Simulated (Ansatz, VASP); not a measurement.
**Two plane-wave programs on Sn2H**

```
CELL_PARAMETERS angstrom
3.47867 0.00000 0.00000
-1.73934 3.01262 0.00000
0.00000 0.00000 12.55216
ATOMIC_POSITIONS crystal
Sn 0.00000 0.00000 0.74206
Sn 0.00000 0.00000 0.25794
Sn 0.00000 0.00000 0.50000
Sn 0.00000 0.00000 0.00000
H 0.33333 0.66667 0.50000
H 0.66667 0.33333 0.50000
```

Alike in both runs: functional PBE; k mesh 6 × 6 × 2; occupations gaussian, width 0.1 eV; no spin polarisation.

Ansatz relaxed the structure, and its values are those at the end. VASP's run is a single point on that final structure, the one shown.

```csv
,VASP,Ansatz
version,VASP 6.6.1,Ansatz 0.2.0
potentials or method,"VASP PAW PBE potentials, release 64 (Sn_d, H), cutoff 520 eV","scalar-relativistic, plane waves, PAW"
valence electrons in the cell,58,58
```

|  | VASP | Ansatz | Ansatz less VASP |
| --- | --- | --- | --- |
| gap on the k mesh at the Fermi level (eV) | none | none | - |
| pressure (GPa) | -0.2 | -0.1 | +0.07 |
| rms of the force components (eV/Å) | 0.003 | 0.002 | -0.0008 |

A gap of «none» marks a metal or a gap that the smearing closes.
